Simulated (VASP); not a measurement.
Input of a VASP 6.6.1 run:

INCAR

```
  PREC = Accurate
  ENCUT = 520
  EDIFF = 1E-6
  ISMEAR = 0
  SIGMA = 0.15
  LREAL = False
  LASPH = True
  NELM = 60
  ALGO = Fast
  ISIF = 2
  LWAVE = False
  LCHARG = False
  GGA = PS
  NBANDS = 12
```

The input KPOINTS:

```
regular mesh
0
Gamma
  20 20 20
```

The input POSCAR:

```
Ta
1.0
   -1.7338440000      1.7338440000      1.6925620000
    1.7338440000     -1.7338440000      1.6925620000
    1.7338440000      1.7338440000     -1.6925620000
Ta
1
Direct
    0.0000000000      0.0000000000      0.0000000000
```

Potentials or basis: VASP PAW PBE potentials, release 64 (Ta_pv).

Command:

```sh
$ cat potpaw_PBE.64/Ta_pv/POTCAR > POTCAR
$ mpirun -np 1 vasp_std > vasp.out
```

(1) Predict the pressure.

(2) Estimate the band gap on the k mesh.

Answers

(1) -22.4 GPa.

(2) zero (an odd number of electrons rules out a gap without spin polarisation).

Caveat: the cell differs from its parent crystal (strain +0.050 along x and y, +0.025 along z); the cell stands under tension; the PAW data sets were made with another functional, which shifts forces and pressure a little; spin-orbit coupling is left out, which moves the levels of the heavy elements.
